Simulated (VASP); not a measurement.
# MgO (Fm-3m) in VASP: further runs

The runs below take MgO through relaxation of cell and atoms, with LDA.

Program: VASP 6.6.1. These are calculated values, not measurements. Logs are shortened: lines on timing, memory, paths and dates and some standing lists are left out, and cuts for length are marked.

## (1) The cell of the first run

The structure is cubic, space group Fm-3m (No. 225). Conventional cell: a = 4.163 Å, b = 4.163 Å, c = 4.163 Å, α = 90.00°, β = 90.00°, γ = 90.00°. Within 2.8 Å of Mg (site symmetry m-3m) lie 6 O at 2.08 Å. O (site symmetry m-3m) has 6 Mg at 2.08 Å within 2.8 Å.

## (2) Relaxation of cell and atoms, LDA

INCAR

```
SYSTEM = MgO
PREC = Accurate ; ENCUT = 840
EDIFF = 1E-7 ; ISMEAR = 0
SIGMA = 0.02 ; LREAL = .FALSE.
LASPH = .TRUE. ; NELM = 120
ALGO = Normal ; ISIF = 3
LWAVE = .FALSE. ; LCHARG = .FALSE.
GGA = CA ; IBRION = 2
NSW = 100 ; EDIFFG = -0.002
GGA_COMPAT = .FALSE. ; NELMIN = 4
```

KPOINTS

```
regular mesh
0
G
  8 8 8
  0 0 0
```

POSCAR

```
MgO
1.0
    0.0000000000      2.0816499855      2.0816499855
    2.0816499855      0.0000000000      2.0816499855
    2.0816499855      2.0816499855      0.0000000000
Mg O
1 1
Direct
    0.0000000000      0.0000000000      0.0000000000
    0.5000000000      0.5000000000      0.5000000000
```

Potentials or basis: VASP PAW LDA potentials, release 64 (Mg_sv, O).

Run with:

```
cat potpaw_LDA.64/Mg_sv/POTCAR potpaw_LDA.64/O/POTCAR > POTCAR
mpirun -np 1 vasp_std > vasp.out
```

OUTCAR:

```text
SYSTEM = MgO
   PREC = Accurate
   ENCUT = 840
   EDIFF = 1E-7
   ISMEAR = 0
   LREAL = .FALSE.
   LASPH = .TRUE.
   NELM = 120
   ISIF = 3
   GGA = CA
   IBRION = 2
   NSW = 100
   EDIFFG = -0.002
   NELMIN = 4

 ion  position               nearest neighbor table
   1  0.000  0.000  0.000-   2 2.08   2 2.08   2 2.08   2 2.08   2 2.08   2 2.08
   2  0.500  0.500  0.500-   1 2.08   1 2.08   1 2.08   1 2.08   1 2.08   1 2.08

  LATTYP: Found a face centered cubic cell.
 ALAT       =     4.1632999710

  Lattice vectors:

 A1 = (   0.0000000000,   2.0816499855,   2.0816499855)
 A2 = (   2.0816499855,   0.0000000000,   2.0816499855)
 A3 = (   2.0816499855,   2.0816499855,   0.0000000000)

Analysis of symmetry for initial positions (statically):
=====================================================================
 Subroutine PRICEL returns:
 Original cell was already a primitive cell.

 Routine SETGRP: Setting up the symmetry group for a
 face centered cubic supercell.

 Subroutine GETGRP returns: Found 48 space group operations
 (whereof 48 operations were pure point group operations)
 out of a pool of 48 trial point group operations.

The static configuration has the point symmetry O_h .

Analysis of symmetry for dynamics (positions and initial velocities):
=====================================================================
 Subroutine PRICEL returns:
 Original cell was already a primitive cell.

 Routine SETGRP: Setting up the symmetry group for a
 face centered cubic supercell.

 Subroutine GETGRP returns: Found 48 space group operations
 (whereof 48 operations were pure point group operations)
 out of a pool of 48 trial point group operations.

The dynamic configuration has the point symmetry O_h .

 Subroutine INISYM returns: Found 48 space group operations
 (whereof 48 operations are pure point group operations),
 and found     1 'primitive' translations

----------------------------------------------------------------------------------------

                                     Primitive cell

  volume of cell :      18.0407

  direct lattice vectors                    reciprocal lattice vectors
     0.000000000  2.081649985  2.081649985    -0.240194078  0.240194078  0.240194078
     2.081649985  0.000000000  2.081649985     0.240194078 -0.240194078  0.240194078
     2.081649985  2.081649985  0.000000000     0.240194078  0.240194078 -0.240194078

  length of vectors
     2.943897642  2.943897642  2.943897642     0.416028348  0.416028348  0.416028348

  position of ions in fractional coordinates (direct lattice)
     0.000000000  0.000000000  0.000000000
     0.500000000  0.500000000  0.500000000

  ion indices of the primitive-cell ions
   primitive index   ion index
                 1           1
                 2           2

----------------------------------------------------------------------------------------

 KPOINTS: regular mesh

Automatic generation of k-mesh.
 Grid dimensions read from file:
 generate k-points for:    8    8    8

 Generating k-lattice:

  Cartesian coordinates                     Fractional coordinates (reciprocal lattice)
    -0.030024260  0.030024260  0.030024260     0.125000000  0.000000000  0.000000000
     0.030024260 -0.030024260  0.030024260     0.000000000  0.125000000  0.000000000
     0.030024260  0.030024260 -0.030024260     0.000000000  0.000000000  0.125000000

  Length of vectors
     0.052003543  0.052003543  0.052003543

  Shift w.r.t. Gamma in fractional coordinates (k-lattice)
     0.000000000  0.000000000  0.000000000

 Subroutine IBZKPT returns following result:
 ===========================================

 Found     29 irreducible k-points:

 Following reciprocal coordinates:
            Coordinates               Weight
  0.000000  0.000000  0.000000      1.000000
  0.125000  0.000000  0.000000      8.000000
  0.250000  0.000000  0.000000      8.000000
  0.375000  0.000000  0.000000      8.000000
  0.500000  0.000000  0.000000      4.000000
  0.125000  0.125000  0.000000      6.000000
[... 16 lines left out ...]
  0.500000  0.250000  0.125000     48.000000
 -0.375000  0.250000  0.125000     24.000000
 [... further k-points ...]
   k-points           NKPTS =     29   k-points in BZ     NKDIM =     29   number of bands    NBANDS=     12
   number of dos      NEDOS =    301   number of ions     NIONS =      2
   total plane-waves  NPLWV =  21952
   dimension x,y,z NGX =    28 NGY =   28 NGZ =   28
   dimension x,y,z NGXF=    56 NGYF=   56 NGZF=   56
   ions per type =               1   1
   NGX,Y,Z   is equivalent  to a cutoff of  15.81, 15.81, 15.81 a.u.
   NGXF,Y,Z  is equivalent  to a cutoff of  31.62, 31.62, 31.62 a.u.
 SYSTEM =  MgO
   PREC   = accura    normal or accurate (medium, high low for compatibility)
   ISTART =      0    job   : 0-new  1-cont  2-samecut
   ICHARG =      2    charge: 1-file 2-atom 10-const
   ISPIN  =      1    spin polarized calculation?
   LNONCOLLINEAR =      F non collinear calculations
   LSORBIT =      F    spin-orbit coupling
   LASPH  =      T    aspherical Exc in radial PAW
   ENCUT  =  840.0 eV  61.74 Ry    7.86 a.u.   6.96  6.96  6.96*2*pi/ulx,y,z
   NELM   =    120;   NELMIN=  4; NELMDL= -5     # of ELM steps
   EDIFF  = 0.1E-06   stopping-criterion for ELM
   LREAL  =      F    real-space projection
   EDIFFG = -.2E-02   stopping-criterion for IOM
   NSW    =    100    number of steps for IOM
   IBRION =      2    ionic relax: 0-MD 1-quasi-New 2-CG
   NFREE  =      1    steps in history (QN), initial steepest desc. (CG)
   ISIF   =      3    stress and relaxation
   ISYM   =      2    0-nonsym 1-usesym 2-fastsym
   POTIM  = 0.5000    time-step for ionic-motion
   TEBEG  =    0.0;   TEEND  =   0.0 temperature during run
   PSTRESS=    0.0 pullay stress
   NELECT =      16.0000    total number of electrons
   NUPDOWN=      -1.0000    fix difference up-down
   EMIN   =  10.00;   EMAX   =-10.00  energy-range for DOS
   EFERMI =   0.00;   METHOD = LEGACY
   ISMEAR =     0;   SIGMA  =   0.02  broadening in eV -4-tet -1-fermi 0-gaus
   EFERMI_NEDOS =   21; number of points for ismear=-14 and -15
   IALGO  =     38    algorithm
   IMIX   =      4    mixing-type and parameters
     AMIX     =   0.40;   BMIX     =  1.00
     AMIX_MAG =   1.60;   BMIX_MAG =  1.00
  volume/ion in A,a.u.               =       9.02        60.87
  Fermi-wavevector in a.u.,A,eV,Ry     =   1.572886  2.972323 33.660391  2.473969
  Thomas-Fermi vector in A             =   2.674253
   LORBIT       =      0    0 simple, 1 ext, 2 COOP (PROOUT), +10 PAW based schemes
   GGA     = CA    functional components
   LHFCALC =     F    Hartree Fock is set to
   AEXX    =    0.0000 exact exchange contribution
   IVDW    =     0    specifies the selected vdW correction
   LEPSILON=     F    determine dielectric tensor
   LRPA    =     F    only Hartree local field effects (RPA)
 conjugate gradient relaxation of ions
 non-spin polarized calculation
 Gauss-broadening in eV      SIGMA  =   0.02
  energy-cutoff  :      840.00
  volume of cell :       18.04
 maximum number of plane-waves:      1012
   NGX = 13   NGY = 13   NGZ = 13

--------------------------------------- Ionic step        1  -------------------------------------------

 number of electron      15.9999996 magnetization

 Free energy of the ion-electron system (eV)
  ---------------------------------------------------
  ext. energy  EPLUGINS =         0.00000000
  ---------------------------------------------------
  free energy    TOTEN  =       -13.23366567 eV

  energy without entropy =      -13.23366567  energy(sigma->0) =      -13.23366567

------------------------ aborting loop because EDIFF is reached ----------------------------------------

  FORCE on cell =-STRESS in cart. coord.  units (eV):
  Direction    XX          YY          ZZ          XY          YZ          ZX
  --------------------------------------------------------------------------------------
  -------------------------------------------------------------------------------------
  Total        0.0119655      0.0119655      0.0119655      0.0000000      0.0000000      0.0000000
  in kB        1.0626492      1.0626492      1.0626492      0.0000000      0.0000000      0.0000000
  external PRESSURE =       1.0626492 kB  Pullay stress =       0.0000000 kB

 VOLUME and BASIS-vectors are now :
 -----------------------------------------------------------------------------
  energy-cutoff  :      840.00
  volume of cell :       18.04
      direct lattice vectors                 reciprocal lattice vectors
     0.000000000  2.081649985  2.081649985    -0.240194078  0.240194078  0.240194078
     2.081649985  0.000000000  2.081649985     0.240194078 -0.240194078  0.240194078
     2.081649985  2.081649985  0.000000000     0.240194078  0.240194078 -0.240194078

 POSITION                                       TOTAL-FORCE (eV/Angst)
 -----------------------------------------------------------------------------------
      0.00000      0.00000      0.00000        -0.000000      0.000000      0.000000
      2.08165      2.08165      2.08165         0.000000     -0.000000     -0.000000
 -----------------------------------------------------------------------------------
    total drift:                                0.000000      0.000000      0.000000

  FREE ENERGIE OF THE ION-ELECTRON SYSTEM (eV)
  ---------------------------------------------------
  free  energy   TOTEN  =       -13.2336656695 eV

  energy  without entropy=      -13.2336656695  energy(sigma->0) =      -13.23366567

--------------------------------------- Ionic step        2  -------------------------------------------

 number of electron      15.9999996 magnetization

 Free energy of the ion-electron system (eV)
  ---------------------------------------------------
  ext. energy  EPLUGINS =         0.00000000
  ---------------------------------------------------
  free energy    TOTEN  =       -13.23367335 eV

  energy without entropy =      -13.23367335  energy(sigma->0) =      -13.23367335

 E-fermi :   3.0649     XC(G=0): -12.1104

 val. band max:        2.8312018081   @ k =   0.0000   0.0000   0.0000
 cond. band min:       7.8377964688   @ k =   0.0000   0.0000   0.0000
 fundamental gap:      5.0065946607
 Fermi energy:         3.0649145214

 k-point     1 :       0.0000    0.0000    0.0000
  band No.  band energies     occupation
      1     -68.3947      2.00000
      2     -35.8518      2.00000
      3     -35.8518      2.00000
      4     -35.8518      2.00000
      5     -14.3338      2.00000
      6       2.8312      2.00000
      7       2.8312      2.00000
      8       2.8312      2.00000
      9       7.8378      0.00000
     10      18.5466      0.00000
     11      18.5466      0.00000
     12      18.5466      0.00000

 k-point     2 :       0.1250    0.0000    0.0000
  band No.  band energies     occupation
      1     -68.3932      2.00000
      2     -35.8674      2.00000
      3     -35.8534      2.00000
      4     -35.8534      2.00000
      5     -14.1484      2.00000
      6       1.8552      2.00000
      7       2.7191      2.00000
      8       2.7191      2.00000
      9       8.7374      0.00000
     10      16.8875      0.00000
     11      18.9250      0.00000
     12      18.9250      0.00000
[... 301 lines left out ...]
 k-point    23 :       0.5000    0.2500    0.1250
  band No.  band energies     occupation
      1     -68.3832      2.00000
      2     -35.9313      2.00000
      3     -35.8853      2.00000
      4     -35.8679      2.00000
      5     -12.8992      2.00000
      6      -1.0442      2.00000
      7       1.0077      2.00000
      8       1.9038      2.00000
      9      12.4607      0.00000
     10      14.5255      0.00000
     11      16.8570      0.00000
     12      20.0848      0.00000

 k-point    24 :      -0.3750    0.2500    0.1250
  band No.  band energies     occupation
      1     -68.3816      2.00000
      2     -35.9396      2.00000
      3     -35.8878      2.00000
      4     -35.8709      2.00000
      5     -12.7078      2.00000
      6      -1.3657      2.00000
      7       0.7909      2.00000
      8       1.7784      2.00000
      9      12.5761      0.00000
     10      15.1560      0.00000
     11      16.4210      0.00000
     12      19.8440      0.00000

 [... further k-points ...]

------------------------ aborting loop because EDIFF is reached ----------------------------------------

  FORCE on cell =-STRESS in cart. coord.  units (eV):
  Direction    XX          YY          ZZ          XY          YZ          ZX
  --------------------------------------------------------------------------------------
  -------------------------------------------------------------------------------------
  Total        0.0031994      0.0031994      0.0031994     -0.0000000      0.0000000     -0.0000000
  in kB        0.2838908      0.2838908      0.2838908     -0.0000000      0.0000000     -0.0000000
  external PRESSURE =       0.2838908 kB  Pullay stress =       0.0000000 kB

 VOLUME and BASIS-vectors are now :
 -----------------------------------------------------------------------------
  energy-cutoff  :      840.00
  volume of cell :       18.06
      direct lattice vectors                 reciprocal lattice vectors
     0.000000000  2.082250801  2.082250801    -0.240124773  0.240124773  0.240124773
     2.082250801  0.000000000  2.082250801     0.240124773 -0.240124773  0.240124773
     2.082250801  2.082250801 -0.000000000     0.240124773  0.240124773 -0.240124773

 POSITION                                       TOTAL-FORCE (eV/Angst)
 -----------------------------------------------------------------------------------
      4.16450      2.08225      2.08225        -0.000000      0.000000     -0.000000
      2.08225      2.08225      2.08225         0.000000     -0.000000      0.000000
 -----------------------------------------------------------------------------------
    total drift:                                0.000000      0.000000      0.000000

  FREE ENERGIE OF THE ION-ELECTRON SYSTEM (eV)
  ---------------------------------------------------
  free  energy   TOTEN  =       -13.2336733520 eV

  energy  without entropy=      -13.2336733520  energy(sigma->0) =      -13.23367335

 reached required accuracy - stopping structural energy minimisation
```

It took 12 s on 1 thread of Intel Xeon Platinum 8259CL at 2.50GHz (Skylake/Cascade Lake), shared host; peak memory 0.14 GiB.

What came out:

| Property | Result |
| --- | --- |
| Free energy | -13.2337 eV |
| Relaxed volume | 9.03 Å³/atom |
| Relaxed cell | a = 2.945 Å, b = 2.945 Å, c = 2.945 Å, α = 60.00°, β = 60.00°, γ = 60.00° |
| Space group after relaxing (to 0.1 Å) | Fm-3m (No. 225) |
| Energy gained by relaxing | 0.0 meV/atom |
| Ionic steps | 2 |
| Pressure after relaxing | 0.0 GPa |
| Band gap on the k mesh | 5.01 eV |

Final structure:
```cif
data_structure
_symmetry_space_group_name_H-M 'P 1'
_symmetry_Int_Tables_number 1
_cell_length_a 2.9447
_cell_length_b 2.9447
_cell_length_c 2.9447
_cell_angle_alpha 60.000
_cell_angle_beta 60.000
_cell_angle_gamma 60.000
_cell_volume 18.06
loop_
_atom_site_label
_atom_site_type_symbol
_atom_site_fract_x
_atom_site_fract_y
_atom_site_fract_z
_atom_site_occupancy
Mg1 Mg 0.00000 0.00000 0.00000 1
O1 O 0.50000 0.50000 0.50000 1
```

Levels at points of the mesh, in eV from the valence-band top:
```
           k point  band 6  band 7  band 8  band 9  band 10  band 11
(0.00, 0.00, 0.00)    0.00    0.00    0.00    5.01    15.72    15.72
(0.50, 0.00, 0.00)   -4.84   -0.71   -0.71    7.96    12.80    16.36
(0.50, 0.50, 0.00)   -4.26   -1.41   -1.41    8.93    10.10    13.26
```

Expect the measured gap to be larger: semilocal functionals such as LDA lack the derivative discontinuity.

## (3) Relaxation of cell and atoms, LDA

This run uses another cell than the first one, of 9.59 Å³/atom.

INCAR

```
SYSTEM = MgO
ALGO = Normal
EDIFF = 1E-7
EDIFFG = -0.05
ENCUT = 840
GGA_COMPAT = .FALSE.
IBRION = 2
ISIF = 3
ISMEAR = 0
LASPH = .TRUE.
LCHARG = .FALSE.
LREAL = .FALSE.
LWAVE = .FALSE.
NELM = 120
NELMIN = 4
NSW = 100
PREC = Accurate
SIGMA = 0.1
```

KPOINTS

```
k-points
0
G
  8 8 8
  0 0 0
```

POSCAR

```
MgO
1.0
    0.0000000000      2.1245000000      2.1245000000
    2.1245000000      0.0000000000      2.1245000000
    2.1245000000      2.1245000000      0.0000000000
Mg O
1 1
Direct
    0.0000000000      0.0000000000      0.0000000000
    0.5000000000      0.5000000000      0.5000000000
```

Potentials or basis: VASP PAW LDA potentials, release 64 (Mg_sv, O).

Run with:

```
cat potpaw_LDA.64/Mg_sv/POTCAR potpaw_LDA.64/O/POTCAR > POTCAR
mpirun -np 1 vasp_std > vasp.out
```

Run time: 21 s. Hardware: 1 thread of Intel Xeon Platinum 8259CL at 2.50GHz (Skylake/Cascade Lake), shared host; peak memory 0.15 GiB.

The run converged. Its results:

```
Free energy                           : -13.2366 eV
Relaxed volume                        : 9.04 Å³/atom
Relaxed cell                          : a = 2.946 Å, b = 2.946 Å, c = 2.946 Å, α = 60.00°, β = 60.00°, γ = 60.00°
Space group after relaxing (to 0.1 Å) : Fm-3m (No. 225)
Energy gained by relaxing             : 16.7 meV/atom
Ionic steps                           : 3
Pressure after relaxing               : 0.0 GPa
Band gap on the k mesh                : 5.00 eV
```

The path:
```tsv
step	energy change (eV)	largest force (eV/Å)	pressure (GPa)	volume (Å³)
1	0.0000	0.0000	-9.21	19.18
2	-0.0287	0.0000	3.85	17.69
3	-0.0333	0.0000	0.04	18.07
```

Final structure:
```xyz
2
Lattice="0.0000 2.0828 2.0828 2.0828 0.0000 2.0828 2.0828 2.0828 0.0000" Properties=species:S:1:pos:R:3 pbc="T T T"
Mg    0.0000    0.0000    0.0000
O     2.0828    2.0828    2.0828
```

Levels at points of the mesh, in eV from the valence-band top:
| k point | band 6 | band 7 | band 8 | band 9 | band 10 | band 11 |
| --- | --- | --- | --- | --- | --- | --- |
| (0.00, 0.00, 0.00) | 0.00 | 0.00 | 0.00 | 5.00 | 15.71 | 15.71 |
| (0.50, 0.00, 0.00) | -4.84 | -0.71 | -0.71 | 7.95 | 12.79 | 16.35 |
| (0.50, 0.50, 0.00) | -4.26 | -1.41 | -1.41 | 8.93 | 10.09 | 13.25 |

As with any semilocal functional, this LDA gap is likely too small. LDA usually gives volumes a few per cent too small.
